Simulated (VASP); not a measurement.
CsI:

```
Cs I
1.0
     4.60808    0.00000    0.00000
     0.00000    4.60808    0.00000
     0.00000    0.00000    4.60808
Cs I
1 1
Direct
  0.00000 0.00000 0.00000
  0.50000 0.50000 0.50000
```

Base run:

- Program: VASP 6.6.1
- Functional: PBE
- Potentials or basis: VASP PAW PBE potentials, release 64 (Cs_sv, I)
- Cutoff: 500 eV
- k mesh: 4 × 4 × 4, shifted
- Occupations: gaussian, width 0.01 eV
- Spin: no spin polarisation

Its results: band gap on the k mesh 4.17 eV, indirect (least direct gap 4.24 eV); pressure 0.4 GPa.

Q: The run is repeated on the same cell with these changes: further incar settings from ALGO = Normal; EDIFF = 1e-06; NBANDS = 15; ISYM = 0 to ALGO = Normal; EDIFF = 1e-06; NBANDS = 15. What comes out?

A: Band gap on the k mesh 4.93 eV, indirect (least direct gap 4.95 eV); pressure 0.4 GPa.

Caveats: spin-orbit coupling is left out, which moves the levels of the heavy elements.

A k mesh can miss the band edges.
